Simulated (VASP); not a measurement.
Pt: single point with LDA

The system is Pt.

```xyz
2
Lattice="2.6245 0.0000 0.0000 -1.3122 2.2729 0.0000 0.0000 0.0000 4.5318" Properties=species:S:1:pos:R:3 pbc="T T T"
Pt    1.3122    0.7576    3.3988
Pt    0.0000    1.5152    1.1329
```

```
Program             : VASP 6.6.1
Task                : single point
Functional          : LDA
Potentials or basis : VASP PAW LDA potentials, release 64 (Pt)
Cutoff              : 520 eV
k mesh              : 21 × 21 × 10
Occupations         : gaussian, width 0.15 eV
Spin                : collinear spin, ferromagnetic start
Starting moments    : [0.15, 0.15] μB
Fixed moment        : 0.3 μB
```

```json
{"Pressure": "38.1 GPa", "Net moment": "0.30 μB per cell", "Site moments": "Pt +0.15 μB", "Valence electrons inside the program's atomic spheres": "Pt 9.65"}
```

Stress tensor (GPa, compression positive):
```
40.20  0.00  0.00
 0.00 40.20  0.00
 0.00  0.00 34.01
```

Wall time 3.1 min on 1 thread of Intel(R) Xeon(R) Platinum 8259CL CPU @ 2.50GHz (Skylake/Cascade Lake), with other jobs on the host, peak memory 0.32 GiB.

Caveat: the total moment is fixed, so each spin has its own Fermi level.
